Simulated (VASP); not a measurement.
# Os (P6_3/mmc) in VASP: a series of runs

Runs on Os. Level: PBE. Tasks: single point.

All numbers are computed with VASP 6.6.1; they aren't measurements. Logs are shortened: lines on timing, memory, paths and dates and some standing lists are left out, and cuts for length are marked.

## 1. The cell of the first run

The structure is hexagonal, space group P6_3/mmc (No. 194). Conventional cell: a = 2.751 Å, b = 2.751 Å, c = 4.355 Å, α = 90.00°, β = 90.00°, γ = 120.00°. Within 3.6 Å of Os (site symmetry -6m2) lie 12 Os at 2.70 to 2.75 Å.

## 2. Single point, PBE

The input, INCAR:

```
SYSTEM = Os
PREC = Accurate
ENCUT = 520
EDIFF = 1E-7
ISMEAR = 0
SIGMA = 0.1
LREAL = .False.
LASPH = .True.
NELM = 60
ALGO = Normal
ISIF = 2
LWAVE = .False.
LCHARG = .False.
GGA = PE
NBANDS = 15
```

The input, KPOINTS:

```
regular mesh
0
Gamma
  9 9 6
  0 0 0
```

The input, POSCAR:

```
Os
1.0
    2.7508550311      0.0000000000      0.0000000000
   -1.3754275155      2.3823103390      0.0000000000
    0.0000000000      0.0000000000      4.3547218043
Os
2
Direct
    0.3333333333      0.6666666667      0.2500000000
    0.6666666667      0.3333333333      0.7500000000
```

Potentials or basis: VASP PAW PBE potentials, release 64 (Os).

Launch:

```
cat potpaw_PBE.64/Os/POTCAR > POTCAR
mpirun -np 1 vasp_std > vasp.out
```

OUTCAR:

```text
SYSTEM = Os
   PREC = Accurate
   ENCUT = 520
   EDIFF = 1E-7
   ISMEAR = 0
   LREAL = .False.
   LASPH = .True.
   NELM = 60
   ISIF = 2
   GGA = PE

 ion  position               nearest neighbor table
   1  0.333  0.667  0.250-   2 2.70   2 2.70   2 2.70   2 2.70   2 2.70   2 2.70
   2  0.667  0.333  0.750-   1 2.70   1 2.70   1 2.70   1 2.70   1 2.70   1 2.70

  LATTYP: Found a hexagonal cell.
 ALAT       =     2.7508550311
 C/A-ratio  =     1.5830430012

  Lattice vectors:

 A1 = (   2.7508550311,   0.0000000000,   0.0000000000)
 A2 = (  -1.3754275155,   2.3823103390,   0.0000000000)
 A3 = (   0.0000000000,   0.0000000000,   4.3547218043)

Analysis of symmetry for initial positions (statically):
=====================================================================
 Subroutine PRICEL returns:
 Original cell was already a primitive cell.

 Routine SETGRP: Setting up the symmetry group for a
 hexagonal supercell.

 Subroutine GETGRP returns: Found 24 space group operations
 (whereof 12 operations were pure point group operations)
 out of a pool of 24 trial point group operations.

The static configuration has the point symmetry D_3d.
 The point group associated with its full space group is D_6h.

Analysis of symmetry for dynamics (positions and initial velocities):
=====================================================================
 Subroutine PRICEL returns:
 Original cell was already a primitive cell.

 Routine SETGRP: Setting up the symmetry group for a
 hexagonal supercell.

 Subroutine GETGRP returns: Found 24 space group operations
 (whereof 12 operations were pure point group operations)
 out of a pool of 24 trial point group operations.

The dynamic configuration has the point symmetry D_3d.
 The point group associated with its full space group is D_6h.

 Subroutine INISYM returns: Found 24 space group operations
 (whereof 12 operations are pure point group operations),
 and found     1 'primitive' translations

----------------------------------------------------------------------------------------

                                     Primitive cell

  volume of cell :      28.5382

  direct lattice vectors                    reciprocal lattice vectors
     2.750855031  0.000000000  0.000000000     0.363523337  0.209880296  0.000000000
    -1.375427515  2.382310339  0.000000000     0.000000000  0.419760593  0.000000000
     0.000000000  0.000000000  4.354721804     0.000000000  0.000000000  0.229635794

  length of vectors
[... 91 lines left out ...]
   TEBEG  =    0.0;   TEEND  =   0.0 temperature during run
   PSTRESS=    0.0 pullay stress
   NELECT =      16.0000    total number of electrons
   NUPDOWN=      -1.0000    fix difference up-down
   EMIN   =  10.00;   EMAX   =-10.00  energy-range for DOS
   EFERMI =   0.00;   METHOD = LEGACY
   ISMEAR =     0;   SIGMA  =   0.10  broadening in eV -4-tet -1-fermi 0-gaus
   EFERMI_NEDOS =   21; number of points for ismear=-14 and -15
   IALGO  =     38    algorithm
   IMIX   =      4    mixing-type and parameters
     AMIX     =   0.40;   BMIX     =  1.00
     AMIX_MAG =   1.60;   BMIX_MAG =  1.00
  volume/ion in A,a.u.               =      14.27        96.29
  Fermi-wavevector in a.u.,A,eV,Ry     =   1.349914  2.550967 24.793448  1.822267
  Thomas-Fermi vector in A             =   2.477461
   LORBIT       =      0    0 simple, 1 ext, 2 COOP (PROOUT), +10 PAW based schemes
   GGA     = PE    functional components
   LHFCALC =     F    Hartree Fock is set to
   AEXX    =    0.0000 exact exchange contribution
   IVDW    =     0    specifies the selected vdW correction
   LEPSILON=     F    determine dielectric tensor
   LRPA    =     F    only Hartree local field effects (RPA)
 non-spin polarized calculation
 Gauss-broadening in eV      SIGMA  =   0.10
  energy-cutoff  :      520.00
  volume of cell :       28.54
 maximum number of plane-waves:       781
   NGX = 11   NGY = 11   NGZ = 17

 number of electron      16.0000000 magnetization

 Free energy of the ion-electron system (eV)
  ---------------------------------------------------
  ext. energy  EPLUGINS =         0.00000000
  ---------------------------------------------------
  free energy    TOTEN  =       -22.50721608 eV

  energy without entropy =      -22.50347802  energy(sigma->0) =      -22.50534705

 E-fermi :   9.1728     XC(G=0): -13.9417

 val. band max:        9.1488694102   @ k =   0.2222   0.1111   0.0000
 cond. band min:       9.1777145271   @ k =   0.0000   0.0000   0.0000
 fundamental gap:      0.0288451170
 Fermi energy:         9.1728313193

 k-point     1 :       0.0000    0.0000    0.0000
  band No.  band energies     occupation
      1      -1.5958      2.00000
      2       1.5589      2.00000
      3       6.2027      2.00000
      4       6.2027      2.00000
      5       6.4365      2.00000
      6       7.0114      2.00000
      7       7.0114      2.00000
      8       7.6806      2.00000
      9       7.6806      2.00000
     10       9.1777      0.94494
     11      10.8194      0.00000
     12      10.8194      0.00000
     13      17.9901      0.00000
     14      23.2099      0.00000
[... 401 lines left out ...]
      2       3.7975      2.00000
      3       3.7975      2.00000
      4       4.6862      2.00000
      5       5.8072      2.00000
      6       5.8072      2.00000
      7       7.7730      2.00000
      8      10.2829      0.00000
      9      10.6943      0.00000
     10      10.6943      0.00000
     11      14.8273      0.00000
     12      14.8273      0.00000
     13      17.0581      0.00000
     14      22.1541      0.00000
     15      22.1541      0.00000

 [... further k-points ...]

------------------------ aborting loop because EDIFF is reached ----------------------------------------

  FORCE on cell =-STRESS in cart. coord.  units (eV):
  Direction    XX          YY          ZZ          XY          YZ          ZX
  --------------------------------------------------------------------------------------
  -------------------------------------------------------------------------------------
  Total       -0.0197367     -0.0197367     -0.0434400     -0.0000000      0.0000000      0.0000000
  in kB       -1.1080458     -1.1080458     -2.4387880     -0.0000000      0.0000000      0.0000000
  external PRESSURE =      -1.5516265 kB  Pullay stress =       0.0000000 kB

 VOLUME and BASIS-vectors are now :
 -----------------------------------------------------------------------------
  energy-cutoff  :      520.00
  volume of cell :       28.54
      direct lattice vectors                 reciprocal lattice vectors
     2.750855031  0.000000000  0.000000000     0.363523337  0.209880296  0.000000000
    -1.375427515  2.382310339  0.000000000     0.000000000  0.419760593  0.000000000
     0.000000000  0.000000000  4.354721804     0.000000000  0.000000000  0.229635794

 POSITION                                       TOTAL-FORCE (eV/Angst)
 -----------------------------------------------------------------------------------
     -0.00000      1.58821      1.08868         0.000000     -0.000000      0.000000
      1.37543      0.79410      3.26604        -0.000000      0.000000      0.000000
 -----------------------------------------------------------------------------------
    total drift:                               -0.000000      0.000000     -0.000000

  FREE ENERGIE OF THE ION-ELECTRON SYSTEM (eV)
  ---------------------------------------------------
  free  energy   TOTEN  =       -22.5072160798 eV

  energy  without entropy=      -22.5034780248  energy(sigma->0) =      -22.50534705
```

OSZICAR:

```text
N       E                     dE             d eps       ncg     rms          rms(c)
DAV:   1     0.103327524941E+03    0.10333E+03   -0.74202E+03  1440   0.102E+03
DAV:   2    -0.191063051208E+02   -0.12243E+03   -0.10750E+03  1468   0.325E+02
DAV:   3    -0.239038996872E+02   -0.47976E+01   -0.46538E+01  1986   0.568E+01
DAV:   4    -0.239382902492E+02   -0.34391E-01   -0.34351E-01  1517   0.503E+00
DAV:   5    -0.239384786154E+02   -0.18837E-03   -0.18836E-03  1993   0.347E-01    0.223E+01
DAV:   6    -0.228293757233E+02    0.11091E+01   -0.93959E-01  1832   0.825E+00    0.995E+00
DAV:   7    -0.225152521205E+02    0.31412E+00   -0.63962E-01  1853   0.671E+00    0.494E-01
DAV:   8    -0.225109230054E+02    0.43291E-02   -0.61942E-03  1482   0.583E-01    0.409E-01
DAV:   9    -0.225072352998E+02    0.36877E-02   -0.24162E-03  1678   0.470E-01    0.496E-02
DAV:  10    -0.225072364603E+02   -0.11605E-05   -0.13970E-04  1895   0.104E-01    0.111E-02
DAV:  11    -0.225072183465E+02    0.18114E-04   -0.35273E-06  1573   0.176E-02    0.280E-03
DAV:  12    -0.225072165911E+02    0.17554E-05   -0.17606E-07  1708   0.477E-03    0.145E-03
DAV:  13    -0.225072162575E+02    0.33364E-06   -0.96720E-09   909   0.764E-04    0.397E-04
DAV:  14    -0.225072161273E+02    0.13013E-06   -0.25429E-09   888   0.551E-04    0.388E-04
DAV:  15    -0.225072160798E+02    0.47549E-07   -0.28117E-10   783   0.200E-04
   1 F= -.22507216E+02 E0= -.22505347E+02  d E =-.373805E-02
```

stdout:

```text
POSCAR found type information on POSCAR Os
 POSCAR found :  1 types and       2 ions
 scaLAPACK will be used
 LDA part: xc-table for (Slater+PW92), standard interpolation
 POSCAR, INCAR and KPOINTS ok, starting setup
 FFT: planning ... GRIDC
 FFT: planning ... GRID_SOFT
 FFT: planning ... GRID
 WAVECAR not read
 entering main loop
```

It took 8.9 s on 1 thread of Intel Xeon 6975P-C (Granite Rapids), shared host; peak memory 0.14 GiB.

Results:

| Property | Result |
| --- | --- |
| Free energy | -22.5072 eV |
| Pressure | -0.2 GPa |
| Band gap on the k mesh | zero (bands 8 and 9 overlap by 3.72 eV) |

Levels at points of the mesh, in eV from the Fermi level:
```tsv
k point	band 5	band 6	band 7	band 8	band 9	band 10	band 11	band 12
(0.00, 0.00, 0.00)	-2.74	-2.16	-2.16	-1.49	-1.49	0.00	1.65	1.65
(0.00, 0.00, 0.50)	-3.15	-3.15	-3.15	-3.15	0.87	0.87	0.87	0.87
```

Caveat: spin-orbit coupling is left out, which moves the levels of the heavy elements.

## 3. Single point, PBE

The input, INCAR:

```
SYSTEM = Os
ALGO = Fast
EDIFF = 1E-7
ENCUT = 520
GGA = PE
ISIF = 2
ISMEAR = 0
LASPH = .True.
LCHARG = .False.
LREAL = .False.
LWAVE = .False.
NBANDS = 15
NELM = 100
PREC = Accurate
SIGMA = 0.1
```

The input, KPOINTS:

```
k-points
0
Gamma
  18 18 10
  0 0 0
```

The input, POSCAR:

```
Os
1.0
    2.7527908585      0.0000000000      0.0000000000
   -1.3763954292      2.3839868147      0.0000000000
    0.0000000000      0.0000000000      4.3508626244
Os
2
Direct
    0.3333333333      0.6666666667      0.2500000000
    0.6666666667      0.3333333333      0.7500000000
```

Potentials or basis: VASP PAW PBE potentials, release 64 (Os).

Launch:

```
cat potpaw_PBE.64/Os/POTCAR > POTCAR
mpirun -np 1 vasp_std > vasp.out
```

It took 43 s on 1 thread of Intel Xeon 6975P-C (Granite Rapids), shared host; peak memory 0.2 GiB.

Results (log left out):

| Item | Value |
| --- | --- |
| Free energy | -22.4990 eV |
| Pressure | -0.2 GPa |
| Band gap on the k mesh | zero (bands 8 and 9 overlap by 3.80 eV) |

Stress tensor (GPa, compression positive):
```
-0.12  0.00  0.00
 0.00 -0.12  0.00
 0.00  0.00 -0.24
```

Levels at points of the mesh, in eV from the Fermi level:
```tsv
k point	band 4	band 5	band 6	band 7	band 8	band 9	band 10	band 11	band 12	band 13
(0.00, 0.00, 0.00)	-2.97	-2.72	-2.15	-2.15	-1.52	-1.52	0.02	1.63	1.63	8.83
(0.50, 0.00, 0.00)	-3.45	-2.85	-2.51	-1.84	1.96	2.50	2.62	4.28	5.56	9.18
(0.00, 0.00, 0.50)	-3.48	-3.15	-3.15	-3.15	-3.15	0.86	0.86	0.86	0.86	13.74
(0.50, 0.00, 0.50)	-5.18	-1.17	-1.17	-0.16	-0.16	2.29	2.29	3.21	3.21	8.90
```

Caveat: spin-orbit coupling is left out, which moves the levels of the heavy elements.

The gap in the log of VASP goes by the Fermi energy; the results here count the filled bands.